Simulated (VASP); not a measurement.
Write the native input for VASP 6.6.1 that does the following.

| Item | Value |
| --- | --- |
| Task | relaxation of the atoms |
| Functional | PBEsol |
| Potentials or basis | VASP PAW PBE potentials, release 64 (Si) |
| Cutoff | 520 eV |
| k mesh | 2 × 2 × 2 |
| Occupations | gaussian, width 0.02 eV |
| Spin | no spin polarisation |
| Dipole correction | no |
| Further INCAR settings | LREAL = Auto; ALGO = Normal; EDIFF = 1e-06; IBRION = 2; EDIFFG = -0.03; NSW = 80 |

The structure of Si (a cell with a defect) lies in POSCAR:

```
Si
1.0
    0.0000000000      5.4300000000      5.4300000000
    5.4300000000      0.0000000000      5.4300000000
    5.4300000000      5.4300000000      0.0000000000
Si
17
Direct
    0.0000000000      0.0000000000      0.0000000000
    0.1250000000      0.1250000000      0.1250000000
    0.0000000000      0.0000000000      0.5000000000
    0.1250000000      0.1250000000      0.6250000000
    0.0000000000      0.5000000000      0.0000000000
    0.1250000000      0.6250000000      0.1250000000
    0.0000000000      0.5000000000      0.5000000000
    0.1250000000      0.6250000000      0.6250000000
    0.5000000000      0.0000000000      0.0000000000
    0.6250000000      0.1250000000      0.1250000000
    0.5000000000      0.0000000000      0.5000000000
    0.6250000000      0.1250000000      0.6250000000
    0.5000000000      0.5000000000      0.0000000000
    0.6250000000      0.6250000000      0.1250000000
    0.5000000000      0.5000000000      0.5000000000
    0.6250000000      0.6250000000      0.6250000000
    0.2418022000      0.7531445000      0.7429098000
```

The input as run:

INCAR

```
PREC = Accurate
ENCUT = 520
EDIFF = 1E-6
ISMEAR = 0
SIGMA = 0.02
LREAL = Auto
LASPH = True
NELM = 80
ALGO = Normal
ISIF = 2
LWAVE = False
LCHARG = False
GGA = PS
IBRION = 2
NSW = 80
EDIFFG = -0.03
```

KPOINTS

```
regular mesh
0
Gamma
  2 2 2
```

Potentials or basis: VASP PAW PBE potentials, release 64 (Si).

Command:

```console
$ cat potpaw_PBE.64/Si/POTCAR > POTCAR
$ mpirun -np 1 vasp_std > vasp.out
```

Results of the run:

The energy gained by relaxing is 9.1 meV/atom. The ionic steps are 7, the pressure after relaxing is 3.5 GPa and the largest force after relaxing is 0.028 eV/Å. The band gap on the k mesh is zero (bands 34 and 35 overlap by 0.25 eV).

Caveat: the k points lie up to 0.50 Å⁻¹ apart; the PAW data sets were made with another functional, which shifts forces and pressure a little.

Run time: 12 min on 1 thread of Intel(R) Xeon(R) Platinum 8259CL CPU @ 2.50GHz (Skylake/Cascade Lake), with other jobs on the host, peak memory 0.53 GiB.
